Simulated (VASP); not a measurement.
A run of VASP 6.6.1 is set up as follows.

The input INCAR:

```
PREC = Accurate
ENCUT = 520
EDIFF = 1E-6
ISMEAR = 0
SIGMA = 0.15
LREAL = False
LASPH = True
NELM = 100
ALGO = Normal
ISIF = 2
LWAVE = False
LCHARG = False
GGA = CA
NBANDS = 12
```

KPOINTS

```
regular mesh
0
Gamma
  20 20 20
```

File POSCAR:

```
Zr
1.0
    0.0000000000      2.2550000000      2.2550000000
    2.2550000000      0.0000000000      2.2550000000
    2.2550000000      2.2550000000      0.0000000000
Zr
1
Direct
    0.0000000000      0.0000000000      0.0000000000
```

Potentials or basis: VASP PAW LDA potentials, release 64 (Zr_sv).

Command:

```bash
$ cat potpaw_LDA.64/Zr_sv/POTCAR > POTCAR
$ mpirun -np 1 vasp_std > vasp.out
```

Question: Estimate the pressure.

Answer: -5.6 GPa.

Question: Estimate the band gap on the k mesh.

Answer: Zero (band 6 reaches 9.81 eV, above the bottom of band 7 at 8.36 eV).
